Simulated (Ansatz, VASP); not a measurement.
**Two plane-wave programs on Mg2Sn**

Contents of INCAR:

```
SYSTEM = Mg2Sn
PREC = Accurate
ENCUT = 600
EDIFF = 1E-6
ISMEAR = 0
SIGMA = 0.05
LREAL = .False.
LASPH = .True.
NELM = 120
ALGO = Normal
ISIF = 2
LWAVE = .False.
LCHARG = .False.
GGA = PE
NBANDS = 16
GGA_COMPAT = .False.
```

The input KPOINTS:

```
regular mesh
0
Gamma
  6 6 6
  0 0 0
```

POSCAR

```
Mg2Sn
1.0
    0.0000000000      3.3954517072      3.3954517072
    3.3954517072      0.0000000000      3.3954517072
    3.3954517072      3.3954517072      0.0000000000
Mg Sn
2 1
Direct
    0.2500000000      0.2500000000      0.2500000000
    0.7500000000      0.7500000000      0.7500000000
    0.0000000000      0.0000000000      0.0000000000
```

Input for Ansatz:

```yaml
crystal:
  lattice:
    - [0.0, 3.3954517072, 3.3954517072]
    - [3.3954517072, 0.0, 3.3954517072]
    - [3.3954517072, 3.3954517072, 0.0]
  atoms:
    - { symbol: Mg, position: [0.25, 0.25, 0.25] }
    - { symbol: Mg, position: [0.75, 0.75, 0.75] }
    - { symbol: Sn, position: [0.0, 0.0, 0.0] }
basis:
  ecutwfc: 420
  ecutrho_ratio: 4
kpoints:
  mp_grid: { grid: [6, 6, 6] }
hamiltonian:
  xc: pbe
scf:
  occupations: { method: gaussian, width: 0.05 }
output:
  forces: true
  stress: true
  eigenvalues: true
```

Alike in both runs: task single point; functional PBE; k mesh 6 × 6 × 6; occupations gaussian, width 0.05 eV; no spin polarisation.

|  | VASP | Ansatz |
| --- | --- | --- |
| version | VASP 6.6.1 | Ansatz 0.2.0 |
| potentials or method | VASP PAW PBE potentials, release 64 (Mg, Sn_d), cutoff 600 eV | scalar-relativistic, plane waves, PAW |
| valence electrons in the cell | 18 | 34 |

Ansatz gave:

* gap on the k mesh at the Fermi level (eV): none
* pressure (GPa): 0.4

Q: Estimate VASP's values.

A: gap on the k mesh at the Fermi level (eV): none; pressure (GPa): 0.5.

A gap of «none» marks a metal or a gap that the smearing closes. VASP's potentials hold 18 valence electrons a cell and Ansatz's 34, so a difference there can come from the potentials and not from the codes.
